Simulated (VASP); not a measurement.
Write the native input for VASP 6.6.1 that does the following.

```
Task                   : single point
Functional             : PBE
Potentials or basis    : VASP PAW PBE potentials, release 64 (Cd, Se)
Cutoff                 : 500 eV
k mesh                 : 5 × 5 × 2
Occupations            : gaussian, width 0.2 eV
Spin                   : no spin polarisation
Dipole correction      : no
Further INCAR settings : ALGO = Normal; EDIFF = 1e-06; NBANDS = 26
```

The structure of CdSe4 lies in POSCAR:

```
CdSe4
1.0
    4.1398512980      0.0000000000      0.0000000000
   -2.0699256490      3.5852163920      0.0000000000
    0.0000000000      0.0000000000      9.2296426420
Cd Se
1 4
Direct
    0.0000000000      0.0000000000      0.0000000000
    0.0000000000      0.0000000000      0.3804286827
    0.0000000000      0.0000000000      0.6195713173
    0.6666666667      0.3333333333      0.8366907872
    0.3333333333      0.6666666667      0.1633092128
```

One way to write it, as run:

INCAR

```
SYSTEM = CdSe4
ALGO = Normal
EDIFF = 1E-6
ENCUT = 500
GGA = PE
GGA_COMPAT = .False.
ISIF = 2
ISMEAR = 0
LASPH = .True.
LCHARG = .False.
LREAL = .False.
LWAVE = .False.
NBANDS = 26
NELM = 120
PREC = Accurate
SIGMA = 0.2
```

KPOINTS

```
k-points
0
Gamma
  5 5 2
  0 0 0
```

Potentials or basis: VASP PAW PBE potentials, release 64 (Cd, Se).

Run with:

```bash
$ cat potpaw_PBE.64/Cd/POTCAR potpaw_PBE.64/Se/POTCAR > POTCAR
$ mpirun -np 1 vasp_std > vasp.out
```

It gave:

```
Pressure               : 0.1 GPa
Largest force          : 0.058 eV/Å
Band gap on the k mesh : 0.14 eV
```

Run time: 33 s on 1 thread of AMD EPYC 7R13 Processor (Zen 3), with other jobs on the host, peak memory 0.2 GiB.
